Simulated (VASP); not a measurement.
# SrO (Fm-3m) in VASP: single point with HSE06

Aim: the single point of SrO with HSE06.

Everything below comes from runs of VASP 6.6.1. Logs are shortened: lines on timing, memory, paths and dates and some standing lists are left out, and cuts for length are marked.

### 1 The cell of the first run

Symmetry: Fm-3m, No. 225, cubic system. The conventional cell has a = 5.289 Å, b = 5.289 Å, c = 5.289 Å, α = 90.00°, β = 90.00°, γ = 90.00°. Within 3.5 Å of Sr (site symmetry m-3m) lie 6 O at 2.64 Å. O (site symmetry m-3m) has 6 Sr at 2.64 Å within 3.5 Å.

### 2 Single point, HSE06 (strain +2.5%)

The input, POSCAR:

```
SrO
1.0
    0.0000000000      2.6443896353      2.6443896353
    2.6443896353      0.0000000000      2.6443896353
    2.6443896353      2.6443896353      0.0000000000
Sr O
1 1
Direct
    0.0000000000      0.0000000000      0.0000000000
    0.5000000000      0.5000000000      0.5000000000
```

The input, INCAR.step1:

```
SYSTEM = SrO
ALGO = Normal ; EDIFF = 1E-5
ENCUT = 520 ; GGA = PE
ISIF = 2 ; ISMEAR = 0
LASPH = .True. ; LREAL = .False.
LWAVE = .True. ; NBANDS = 15
NELM = 80 ; PREC = Accurate
SIGMA = 0.01
```

The input, INCAR.step2:

```
SYSTEM = SrO
ALGO = Normal ; EDIFF = 1E-6
ENCUT = 520 ; GGA = PE
HFSCREEN = 0.2079 ; ISIF = 2
ISMEAR = 0 ; ISTART = 1
LASPH = .True. ; LCHARG = .True.
LELF = .True. ; LHFCALC = .True.
LREAL = .False. ; LVHAR = .True.
LWAVE = .False. ; NBANDS = 15
NELM = 80 ; PREC = Accurate
PRECFOCK = Normal ; SIGMA = 0.01
```

The input, KPOINTS:

```
k-points
0
Gamma
  6 6 6
  0 0 0
```

Potentials or basis: VASP PAW PBE potentials, release 64 (Sr_sv, O).

Launch:

```sh
cat potpaw_PBE.64/Sr_sv/POTCAR potpaw_PBE.64/O/POTCAR > POTCAR
cp INCAR.step1 INCAR
mpirun -np 1 vasp_std > vasp.out
cp INCAR.step2 INCAR
mpirun -np 1 vasp_std > vasp.out
```

OUTCAR:

```text
SYSTEM = SrO
   EDIFF = 1E-6
   ENCUT = 520
   GGA = PE
   HFSCREEN = 0.2079
   ISIF = 2
   ISMEAR = 0
   ISTART = 1
   LASPH = .True.
   LHFCALC = .True.
   LREAL = .False.
   NELM = 80
   PREC = Accurate
   PRECFOCK = Normal

 ion  position               nearest neighbor table
   1  0.000  0.000  0.000-   2 2.64   2 2.64   2 2.64   2 2.64   2 2.64   2 2.64
   2  0.500  0.500  0.500-   1 2.64   1 2.64   1 2.64   1 2.64   1 2.64   1 2.64

  LATTYP: Found a face centered cubic cell.
 ALAT       =     5.2887792706

  Lattice vectors:

 A1 = (   0.0000000000,   2.6443896353,   2.6443896353)
 A2 = (   2.6443896353,   0.0000000000,   2.6443896353)
 A3 = (   2.6443896353,   2.6443896353,   0.0000000000)

Analysis of symmetry for initial positions (statically):
=====================================================================
 Subroutine PRICEL returns:
 Original cell was already a primitive cell.

 Routine SETGRP: Setting up the symmetry group for a
 face centered cubic supercell.

 Subroutine GETGRP returns: Found 48 space group operations
 (whereof 48 operations were pure point group operations)
 out of a pool of 48 trial point group operations.

The static configuration has the point symmetry O_h .

Analysis of symmetry for dynamics (positions and initial velocities):
=====================================================================
 Subroutine PRICEL returns:
 Original cell was already a primitive cell.

 Routine SETGRP: Setting up the symmetry group for a
 face centered cubic supercell.

 Subroutine GETGRP returns: Found 48 space group operations
 (whereof 48 operations were pure point group operations)
 out of a pool of 48 trial point group operations.

The dynamic configuration has the point symmetry O_h .

 Subroutine INISYM returns: Found 48 space group operations
 (whereof 48 operations are pure point group operations),
 and found     1 'primitive' translations

----------------------------------------------------------------------------------------

                                     Primitive cell

  volume of cell :      36.9834

  direct lattice vectors                    reciprocal lattice vectors
     0.000000000  2.644389635  2.644389635    -0.189079549  0.189079549  0.189079549
     2.644389635  0.000000000  2.644389635     0.189079549 -0.189079549  0.189079549
     2.644389635  2.644389635  0.000000000     0.189079549  0.189079549 -0.189079549

  length of vectors
[... 91 lines left out ...]
   IMIX   =      1    mixing-type and parameters
     AMIX     =   0.40;   BMIX     =  1.00
     AMIX_MAG =   1.60;   BMIX_MAG =  1.00
  volume/ion in A,a.u.               =      18.49       124.79
  Fermi-wavevector in a.u.,A,eV,Ry     =   1.238167  2.339797 20.858529  1.533059
  Thomas-Fermi vector in A             =   2.372704
   LORBIT       =      0    0 simple, 1 ext, 2 COOP (PROOUT), +10 PAW based schemes
   GGA     = PE    functional components
   LHFCALC =     T    Hartree Fock is set to
   PRECFOCK=normal    Normal, Fast or Accurate (Low or Medium for compatibility)
   ENCUT4O =  -1.0   cutoff for four orbital integrals eV
   NKREDX  =     1    reduce k-point grid by
   NKREDY  =     1    reduce k-point grid by
   NKREDZ  =     1    reduce k-point grid by
   AEXX    =    0.2500 exact exchange contribution
   HFSCREEN=    0.2079 screening length (either q_TF or 0.3 A-1)
   HFSCREENC=   0.2079 screening length for correlation (either q_TF or 0.3 A-1)
   ENCUTFOCK=  -1.0 apply spherical cutoff to Coloumb kernel
   IVDW    =     0    specifies the selected vdW correction
   LEPSILON=     F    determine dielectric tensor
   LRPA    =     F    only Hartree local field effects (RPA)
 non-spin polarized calculation
 Gauss-broadening in eV      SIGMA  =   0.01
  energy-cutoff  :      520.00
  volume of cell :       36.98
 maximum number of plane-waves:      1018
  NGX = 24; NGY = 24; NGZ = 24

 number of electron      16.0000007 magnetization

 Free energy of the ion-electron system (eV)
  ---------------------------------------------------
  ext. energy  EPLUGINS =         0.00000000
  ---------------------------------------------------
  free energy    TOTEN  =       -14.13678999 eV

  energy without entropy =      -14.13678999  energy(sigma->0) =      -14.13678999

 E-fermi :   0.3806     XC(G=0):  -7.9556

 val. band max:        0.2477114138   @ k =   0.0000   0.0000   0.0000
 cond. band min:       4.9921865005   @ k =   0.5000   0.5000   0.0000
 fundamental gap:      4.7444750866
 Fermi energy:         0.3805581383

 k-point     1 :       0.0000    0.0000    0.0000
  band No.  band energies     occupation
      1     -34.4185      2.00000
      2     -16.2104      2.00000
      3     -14.8460      2.00000
      4     -14.8460      2.00000
      5     -14.8460      2.00000
      6       0.2477      2.00000
      7       0.2477      2.00000
      8       0.2477      2.00000
      9       5.0856      0.00000
     10       7.8894      0.00000
     11       7.8894      0.00000
     12       7.8894      0.00000
     13       9.9590      0.00000
     14       9.9590      0.00000
[... 257 lines left out ...]
      2     -16.5815      2.00000
      3     -15.5035      2.00000
      4     -15.2645      2.00000
      5     -14.5619      2.00000
      6      -0.6127      2.00000
      7      -0.3544      2.00000
      8      -0.1559      2.00000
      9       6.2896      0.00000
     10       9.0957      0.00000
     11       9.8318      0.00000
     12      12.4843      0.00000
     13      12.6043      0.00000
     14      14.0044      0.00000
     15      14.6989      0.00000

------------------------ aborting loop because EDIFF is reached ----------------------------------------

  FORCE on cell =-STRESS in cart. coord.  units (eV):
  Direction    XX          YY          ZZ          XY          YZ          ZX
  --------------------------------------------------------------------------------------
  -------------------------------------------------------------------------------------
  Total       -1.3098527     -1.3098527     -1.3098527     -0.0000000      0.0000000      0.0000000
  in kB      -56.7448826    -56.7448826    -56.7448826     -0.0000000      0.0000000      0.0000000
  external PRESSURE =     -56.7448826 kB  Pullay stress =       0.0000000 kB

 VOLUME and BASIS-vectors are now :
 -----------------------------------------------------------------------------
  energy-cutoff  :      520.00
  volume of cell :       36.98
      direct lattice vectors                 reciprocal lattice vectors
     0.000000000  2.644389635  2.644389635    -0.189079549  0.189079549  0.189079549
     2.644389635  0.000000000  2.644389635     0.189079549 -0.189079549  0.189079549
     2.644389635  2.644389635  0.000000000     0.189079549  0.189079549 -0.189079549

 POSITION                                       TOTAL-FORCE (eV/Angst)
 -----------------------------------------------------------------------------------
      0.00000      0.00000      0.00000        -0.000000      0.000000     -0.000000
      2.64439      2.64439      2.64439         0.000000     -0.000000      0.000000
 -----------------------------------------------------------------------------------
    total drift:                                0.000000      0.000000      0.000000

  FREE ENERGIE OF THE ION-ELECTRON SYSTEM (eV)
  ---------------------------------------------------
  free  energy   TOTEN  =       -14.1367899930 eV

  energy  without entropy=      -14.1367899930  energy(sigma->0) =      -14.13678999
```

OSZICAR.step1:

```text
N       E                     dE             d eps       ncg     rms          rms(c)
DAV:   1     0.671818002859E+02    0.67182E+02   -0.83090E+03   480   0.103E+03
DAV:   2    -0.108852667292E+02   -0.78067E+02   -0.69706E+02   655   0.216E+02
DAV:   3    -0.141686466422E+02   -0.32834E+01   -0.32623E+01   603   0.392E+01
DAV:   4    -0.142368158370E+02   -0.68169E-01   -0.68160E-01   640   0.529E+00
DAV:   5    -0.142387231647E+02   -0.19073E-02   -0.19073E-02   573   0.662E-01    0.142E+01
DAV:   6    -0.122167497733E+02    0.20220E+01   -0.71007E+00   487   0.189E+01    0.166E+01
DAV:   7    -0.120457429275E+02    0.17101E+00   -0.37562E-01   557   0.518E+00    0.959E+00
DAV:   8    -0.120345906761E+02    0.11152E-01   -0.12680E-01   613   0.365E+00    0.373E-01
DAV:   9    -0.120350607134E+02   -0.47004E-03   -0.71474E-03   591   0.565E-01    0.237E-01
DAV:  10    -0.120355180093E+02   -0.45730E-03   -0.45908E-04   543   0.210E-01    0.927E-02
DAV:  11    -0.120357019703E+02   -0.18396E-03   -0.20787E-04   536   0.105E-01    0.287E-02
DAV:  12    -0.120357252291E+02   -0.23259E-04   -0.31471E-05   507   0.379E-02    0.166E-02
DAV:  13    -0.120357242601E+02    0.96897E-06   -0.82036E-07   317   0.969E-03
   1 F= -.12035724E+02 E0= -.12035724E+02  d E =-.268664E-31
```

Run time: 74 min. Hardware: 1 thread of Intel Xeon 8259CL, shared host; peak memory 0.28 GiB.

Results:

```yaml
Free_energy: -14.1368 eV
Pressure: -5.7 GPa
Band_gap_on_the_k_mesh: 4.74 eV (least direct gap 4.84 eV)
```

Caveat: the cell differs from its parent crystal (strain +2.5%); the cell stands under tension; the PAW data sets were made with another functional, which shifts forces and pressure a little. A k mesh can miss the band edges.
